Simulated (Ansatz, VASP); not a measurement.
Two plane-wave programs on AgCl

File INCAR:

```
SYSTEM = AgCl
PREC = Accurate
ENCUT = 520
EDIFF = 1E-7
ISMEAR = 0
SIGMA = 0.05
LREAL = .False.
LASPH = .True.
NELM = 80
ALGO = Normal
ISIF = 2
LWAVE = .False.
LCHARG = .False.
NBANDS = 16
```

File KPOINTS:

```
Automatic mesh
0
Gamma
  10 10 10
  0 0 0
```

Contents of POSCAR:

```
AgCl
1.0
    0.0000000000      2.5702189920      2.6773114500
    2.5702189920      0.0000000000      2.6773114500
    2.5702189920      2.5702189920      0.0000000000
Ag Cl
1 1
Direct
    0.5000000000      0.5000000000      0.5000000000
    0.0000000000      0.0000000000      0.0000000000
```

Input for Ansatz:

```yaml
crystal:
  lattice:
    - [0.0, 2.570218992, 2.67731145]
    - [2.570218992, 0.0, 2.67731145]
    - [2.570218992, 2.570218992, 0.0]
  atoms:
    - { symbol: Ag, position: [0.5, 0.5, 0.5] }
    - { symbol: Cl, position: [0.0, 0.0, 0.0] }
basis:
  ecutwfc: 420
kpoints:
  mp_grid: { grid: [10, 10, 10] }
hamiltonian:
  xc: lda
  pseudopotentials: { kind: paw }
scf:
  occupations: { method: gaussian, width: 0.05 }
output:
  forces: true
  stress: true
  eigenvalues: true
```

Change from the starting cell: mode 5 frozen in at -0.000 Å, equal normal strain along x and y -0.0400.

Alike in both runs: task single point; functional LDA; k mesh 10 × 10 × 10; occupations gaussian, width 0.05 eV; no spin polarisation.

|  | VASP | Ansatz |
| --- | --- | --- |
| version | VASP 6.6.1 | Ansatz 0.2.0 |
| potentials or method | VASP PAW LDA potentials, release 64 (Ag, Cl), cutoff 520 eV | scalar-relativistic, plane waves, PAW |
| valence electrons in the cell | 18 | 26 |

|  | VASP | Ansatz | Ansatz less VASP |
| --- | --- | --- | --- |
| gap on the k mesh at the Fermi level (eV) | 0.56 | 0.53 | -0.028 |
| least direct gap on the mesh (eV) | 3.22 | 3.21 | -0.019 |
| pressure (GPa) | 7.3 | 7.3 | -0.05 |
| traceless stress, the component that is largest in VASP (GPa) | -2.34 | -2.31 | +0.028 |

LDA's correlation is that of Perdew and Zunger in VASP and of Perdew and Wang (1992) in Ansatz. VASP's potentials hold 18 valence electrons a cell and Ansatz's 26, so a difference there can come from the potentials and not from the codes.
